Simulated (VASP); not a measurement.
SrC2:

```xyz
3
Lattice="2.5173 1.4534 2.3067 -2.5173 1.4534 2.3067 0.0000 -2.9068 2.3067" Properties=species:S:1:pos:R:3 pbc="T T T"
Sr    0.0000    0.0000    0.0000
C     0.0000    0.0000    4.0936
C     0.0000    0.0000    2.8264
```

| Item | Value |
| --- | --- |
| Program | VASP 6.6.1 |
| Task | relaxation of cell and atoms |
| Functional | LDA |
| Potentials or basis | VASP PAW LDA potentials, release 64 (Sr_sv, C) |
| Cutoff | 600 eV |
| k mesh | 5 × 5 × 5 |
| Occupations | fermi-dirac, width 0.05 eV |
| Spin | no spin polarisation |

At the start: pressure -5.5 GPa; volume 16.88 Å³/atom.

Question: How do energy, volume and symmetry change on relaxing?

Answer: Over 24 steps the energy falls by 26.7 meV/atom and the volume is 15.34 Å³/atom (-9.1 %); space group R-3m (No. 166, to 0.1 Å) before and after.

The path:
| step | energy change (eV) | largest force (eV/Å) | pressure (GPa) | volume (Å³) |
| --- | --- | --- | --- | --- |
| 1 | 0.0000 | 0.4584 | -5.46 | 50.64 |
| 2 | 0.1797 | 7.0961 | 8.77 | 46.53 |
| 3 | -0.0235 | 1.1034 | -2.45 | 49.53 |
| 4 | -0.0699 | 0.1196 | -0.93 | 47.19 |
| 5 | -0.0738 | 0.2222 | -0.24 | 46.37 |
| 6 | -0.0757 | 0.1782 | 0.65 | 46.04 |
| 7 | -0.0757 | 0.2116 | 0.73 | 46.01 |
| 8 | -0.0769 | 0.1368 | 0.69 | 45.92 |
| 9 | -0.0786 | 0.0852 | 0.62 | 45.64 |
| 10 | -0.0786 | 0.1145 | 0.61 | 45.61 |
| 11 | -0.0790 | 0.0637 | 0.59 | 45.64 |
| 12 | -0.0796 | 0.0897 | 0.56 | 45.74 |
| 13 | -0.0797 | 0.1510 | 0.56 | 45.78 |
| 14 | -0.0799 | 0.0548 | 0.31 | 45.84 |
| 15 | -0.0800 | 0.0097 | 0.15 | 45.88 |
| 16 | -0.0800 | 0.0139 | 0.14 | 45.89 |
| 17 | -0.0800 | 0.0079 | 0.14 | 45.90 |
| 18 | -0.0800 | 0.0114 | 0.09 | 45.94 |
| 19 | -0.0800 | 0.0494 | 0.03 | 46.02 |
| 20 | -0.0800 | 0.0338 | 0.06 | 45.98 |
| 21 | -0.0800 | 0.0008 | -0.02 | 46.01 |
| 22 | -0.0800 | 0.0019 | -0.02 | 46.01 |
| 23 | -0.0800 | 0.0006 | -0.03 | 46.01 |
| 24 | -0.0801 | 0.0088 | -0.03 | 46.03 |

Final structure:
```yaml
crystal:
  lattice:
    - [2.41240, 1.39280, 2.28333]
    - [-2.41240, 1.39280, 2.28333]
    - [0.00000, -2.78560, 2.28333]
  atoms:
    - { symbol: Sr, position: [0.00000, 0.00000, 0.00000] }
    - { symbol: C, position: [0.59178, 0.59178, 0.59178] }
    - { symbol: C, position: [0.40822, 0.40822, 0.40822] }
```
